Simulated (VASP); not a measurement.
Here is a VASP 6.6.1 calculation.

Contents of INCAR:

```
SYSTEM = TiAl
ALGO     = Fast           ! electronic algorithm
EDIFF    = 1E-6           ! SCF threshold, eV
ENCUT    = 520            ! plane-wave cutoff, eV
GGA      = PE             ! functional
ISIF     = 2              ! what is computed and relaxed
ISMEAR   = 0              ! smearing method
LASPH    = .TRUE.         ! aspherical terms in the spheres
LCHARG   = .TRUE.         ! write CHGCAR
LELF     = .TRUE.         ! ELF
LREAL    = .FALSE.        ! projectors in reciprocal space
LVHAR    = .TRUE.       
LWAVE    = .FALSE.        ! write WAVECAR
NBANDS   = 14             ! bands
NELM     = 80             ! most SCF steps
PREC     = Accurate       ! precision mode
SIGMA    = 0.15           ! smearing width, eV
```

KPOINTS

```
k-points
0
G
  21 21 12
  0 0 0
```

Contents of POSCAR:

```
TiAl
1.0
    2.8210079793      0.0000000000      0.0000000000
   -1.4105039896      2.4430645743      0.0000000000
    0.0000000000      0.0000000000      4.8327476944
Ti Al
1 1
Direct
    0.0000000000      0.0000000000      0.0000000000
    0.3333333333      0.6666666667      0.5000000000
```

Potentials or basis: VASP PAW PBE potentials, release 64 (Ti_sv, Al).

The run is started by

```console
$ cat potpaw_PBE.64/Ti_sv/POTCAR potpaw_PBE.64/Al/POTCAR > POTCAR
$ mpirun -np 1 vasp_std > vasp.out
```

Q: What does it give for the band gap on the k mesh?

A: Zero (an odd number of electrons rules out a gap without spin polarisation).

Q: Estimate the pressure.

A: -0.1 GPa.

Stress tensor (GPa, compression positive):
```
 2.95  0.00  0.00
 0.00  2.95  0.00
 0.00  0.00 -6.17
```
